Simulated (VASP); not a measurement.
# CaO (Fm-3m) in VASP: a series of runs, part 2 of 2

VASP 6.6.1. The steps go on from the part before.

### Step 4. Single point, r2SCAN

POSCAR

```
CaO
1.0
    0.0000000000      2.3975473901      2.3975473901
    2.3975473901      0.0000000000      2.3975473901
    2.3975473901      2.3975473901      0.0000000000
Ca O
1 1
Direct
    0.0000000000      0.0000000000      0.0000000000
    0.5000000000      0.5000000000      0.5000000000
```

INCAR.step1

```
PREC = Accurate ; ENCUT = 1480
ISMEAR = 0 ; SIGMA = 0.01
LREAL = False ; LASPH = True
NELM = 120 ; NBANDS = 15
GGA = PE ; ALGO = Normal
EDIFF = 1E-5 ; LWAVE = True
LCHARG = False ; GGA_COMPAT = False
```

INCAR.step2

```
PREC = Accurate ; ENCUT = 1480
EDIFF = 1E-6 ; ISMEAR = 0
SIGMA = 0.01 ; LREAL = False
LASPH = True ; NELM = 120
ALGO = Normal ; ISIF = 2
LWAVE = False ; LCHARG = False
METAGGA = R2SCAN ; LMIXTAU = True
NBANDS = 15 ; ISTART = 1
GGA_COMPAT = False
```

KPOINTS

```
regular mesh
0
Gamma
  6 6 6
```

Potentials or basis: VASP PAW PBE potentials, release 64 (Ca_sv, O_h).

Command:

```bash
> cat potpaw_PBE.64/Ca_sv/POTCAR potpaw_PBE.64/O_h/POTCAR > POTCAR
> cp INCAR.step1 INCAR
> mpirun -np 1 vasp_std > vasp.out
> cp INCAR.step2 INCAR
> mpirun -np 1 vasp_std > vasp.out
```

OUTCAR:

```text
PREC = Accurate
   ENCUT = 1480
   EDIFF = 1E-6
   ISMEAR = 0
   LREAL = False
   LASPH = True
   NELM = 120
   ISIF = 2
   METAGGA = R2SCAN
   ISTART = 1

 ion  position               nearest neighbor table
   1  0.000  0.000  0.000-
   2  0.500  0.500  0.500-

  LATTYP: Found a face centered cubic cell.
 ALAT       =     4.7950947802

  Lattice vectors:

 A1 = (   0.0000000000,   2.3975473901,   2.3975473901)
 A2 = (   2.3975473901,   0.0000000000,   2.3975473901)
 A3 = (   2.3975473901,   2.3975473901,   0.0000000000)

Analysis of symmetry for initial positions (statically):
=====================================================================
 Subroutine PRICEL returns:
 Original cell was already a primitive cell.

 Routine SETGRP: Setting up the symmetry group for a
 face centered cubic supercell.

 Subroutine GETGRP returns: Found 48 space group operations
 (whereof 48 operations were pure point group operations)
 out of a pool of 48 trial point group operations.

The static configuration has the point symmetry O_h .

Analysis of symmetry for dynamics (positions and initial velocities):
=====================================================================
 Subroutine PRICEL returns:
 Original cell was already a primitive cell.

 Routine SETGRP: Setting up the symmetry group for a
 face centered cubic supercell.

 Subroutine GETGRP returns: Found 48 space group operations
 (whereof 48 operations were pure point group operations)
 out of a pool of 48 trial point group operations.

The dynamic configuration has the point symmetry O_h .

 Subroutine INISYM returns: Found 48 space group operations
 (whereof 48 operations are pure point group operations),
 and found     1 'primitive' translations

----------------------------------------------------------------------------------------

                                     Primitive cell

[... 108 lines left out ...]
   AEXX    =    0.0000 exact exchange contribution
   IVDW    =     0    specifies the selected vdW correction
   LEPSILON=     F    determine dielectric tensor
   LRPA    =     F    only Hartree local field effects (RPA)
 non-spin polarized calculation
 Gauss-broadening in eV      SIGMA  =   0.01
  energy-cutoff  :     1480.00
  volume of cell :       27.56
 maximum number of plane-waves:      3593
 NGX is ok and might be reduce to    48
   NGX = 21   NGY = 21   NGZ = 21

 number of electron      16.0000000 magnetization

 Free energy of the ion-electron system (eV)
  ---------------------------------------------------
  ext. energy  EPLUGINS =         0.00000000
  ---------------------------------------------------
  free energy    TOTEN  =       -19.46684254 eV

  energy without entropy =      -19.46684254  energy(sigma->0) =      -19.46684254

 E-fermi :   2.4052     XC(G=0): -11.1140

 val. band max:        2.3304988077   @ k =   0.0000   0.0000   0.0000
 cond. band min:       6.5223838464   @ k =   0.5000   0.5000   0.0000
 fundamental gap:      4.1918850387
 Fermi energy:         2.4051564137

 k-point     1 :       0.0000    0.0000    0.0000
  band No.  band energies     occupation
      1     -36.6938      2.00000
      2     -16.5807      2.00000
      3     -16.5807      2.00000
      4     -16.5807      2.00000
      5     -14.1559      2.00000
      6       2.3305      2.00000
      7       2.3305      2.00000
      8       2.3305      2.00000
      9       7.8186      0.00000
     10       9.2058      0.00000
     11       9.2058      0.00000
     12       9.2058      0.00000
     13      10.8150      0.00000
     14      10.8150      0.00000
[... 257 lines left out ...]
      2     -17.0972      2.00000
      3     -17.0130      2.00000
      4     -16.9084      2.00000
      5     -13.5903      2.00000
      6       1.1333      2.00000
      7       1.2538      2.00000
      8       1.5379      2.00000
      9       7.9423      0.00000
     10      10.6994      0.00000
     11      11.4375      0.00000
     12      12.6211      0.00000
     13      12.8399      0.00000
     14      16.2109      0.00000
     15      17.1963      0.00000

------------------------ aborting loop because EDIFF is reached ----------------------------------------

  FORCE on cell =-STRESS in cart. coord.  units (eV):
  Direction    XX          YY          ZZ          XY          YZ          ZX
  --------------------------------------------------------------------------------------
  -------------------------------------------------------------------------------------
  Total        0.1667783      0.1667783      0.1667783     -0.0000000     -0.0000000      0.0000000
  in kB        9.6943447      9.6943447      9.6943447     -0.0000000     -0.0000000      0.0000000
  external PRESSURE =       9.6943447 kB  Pullay stress =       0.0000000 kB

 VOLUME and BASIS-vectors are now :
 -----------------------------------------------------------------------------
  energy-cutoff  :     1480.00
  volume of cell :       27.56
      direct lattice vectors                 reciprocal lattice vectors
     0.000000000  2.397547390  2.397547390    -0.208546451  0.208546451  0.208546451
     2.397547390  0.000000000  2.397547390     0.208546451 -0.208546451  0.208546451
     2.397547390  2.397547390  0.000000000     0.208546451  0.208546451 -0.208546451

 POSITION                                       TOTAL-FORCE (eV/Angst)
 -----------------------------------------------------------------------------------
      0.00000      0.00000      0.00000         0.000000     -0.000000      0.000000
      2.39755      2.39755      2.39755        -0.000000      0.000000     -0.000000
 -----------------------------------------------------------------------------------
    total drift:                               -0.000000     -0.000000     -0.000000

  FREE ENERGIE OF THE ION-ELECTRON SYSTEM (eV)
  ---------------------------------------------------
  free  energy   TOTEN  =       -19.4668425436 eV

  energy  without entropy=      -19.4668425436  energy(sigma->0) =      -19.46684254
```

OUTCAR.step1:

```text
PREC = Accurate
   ENCUT = 1480
   ISMEAR = 0
   LREAL = False
   LASPH = True
[... 499 lines left out ...]
      0.00000      0.00000      0.00000         0.000000     -0.000000     -0.000000
      2.39755      2.39755      2.39755        -0.000000      0.000000      0.000000
 -----------------------------------------------------------------------------------
    total drift:                               -0.000000     -0.000000     -0.000000

  FREE ENERGIE OF THE ION-ELECTRON SYSTEM (eV)
  ---------------------------------------------------
  free  energy   TOTEN  =       -12.8049627999 eV

  energy  without entropy=      -12.8049627999  energy(sigma->0) =      -12.80496280
```

Wall time 2.7 min (1 thread of Intel Xeon Platinum 8259CL at 2.50GHz (Skylake/Cascade Lake), shared host); peak memory 0.39 GiB.

Results:

```
Free energy            : -19.4668 eV
Pressure               : 1.0 GPa
Band gap on the k mesh : 4.19 eV (least direct gap 4.56 eV)
```

Caveat: the PAW data sets were made with another functional, which shifts forces and pressure a little. A k mesh can miss the band edges.

### Step 5. Single point, r2SCAN

POSCAR is that of step 4.

INCAR.step1

```
SYSTEM = CaO
PREC = Accurate ; ENCUT = 1480
ISMEAR = 0 ; SIGMA = 0.01
LREAL = .False. ; LASPH = .True.
NELM = 120 ; NBANDS = 15
GGA = PE ; ALGO = Normal
EDIFF = 1E-5 ; LWAVE = .True.
LCHARG = .False. ; GGA_COMPAT = .False.
```

INCAR.step2

```
SYSTEM = CaO
PREC = Accurate ; ENCUT = 1480
EDIFF = 1E-6 ; ISMEAR = 0
SIGMA = 0.01 ; LREAL = .False.
LASPH = .True. ; NELM = 120
ALGO = Normal ; ISIF = 2
LWAVE = .False. ; LCHARG = .False.
METAGGA = R2SCAN ; LMIXTAU = .True.
NBANDS = 15 ; ISTART = 1
GGA_COMPAT = .False.
```

KPOINTS

```
Automatic mesh
0
Gamma
  6 6 6
  0 0 0
```

Command:

```bash
> cat potpaw_PBE.64/Ca_sv/POTCAR potpaw_PBE.64/O_h/POTCAR > POTCAR
> cp INCAR.step1 INCAR
> mpirun -np 1 vasp_std > vasp.out
> cp INCAR.step2 INCAR
> mpirun -np 1 vasp_std > vasp.out
```

Wall time 2.5 min (1 thread of Intel Xeon Platinum 8259CL at 2.50GHz (Skylake/Cascade Lake), shared host); peak memory 0.39 GiB.

Results (log left out):

| Quantity | Value |
| --- | --- |
| Free energy | -19.4668 eV |
| Pressure | 1.0 GPa |
| Band gap on the k mesh | 4.19 eV (least direct gap 4.56 eV) |

Levels at points of the mesh, in eV from the valence-band top:
```
           k point  band 5  band 6  band 7  band 8  band 9  band 10  band 11  band 12
(0.00, 0.00, 0.00)  -16.49    0.00    0.00    0.00    5.49     6.88     6.88     6.88
(0.50, 0.00, 0.00)  -15.18   -2.62   -1.21   -1.21    7.73     9.09     9.09     9.27
(0.50, 0.50, 0.00)  -16.27   -1.29   -0.37   -0.37    4.19     8.82     9.68    10.29
```

Caveat: the PAW data sets were made with another functional, which shifts forces and pressure a little. A k mesh can miss the band edges.
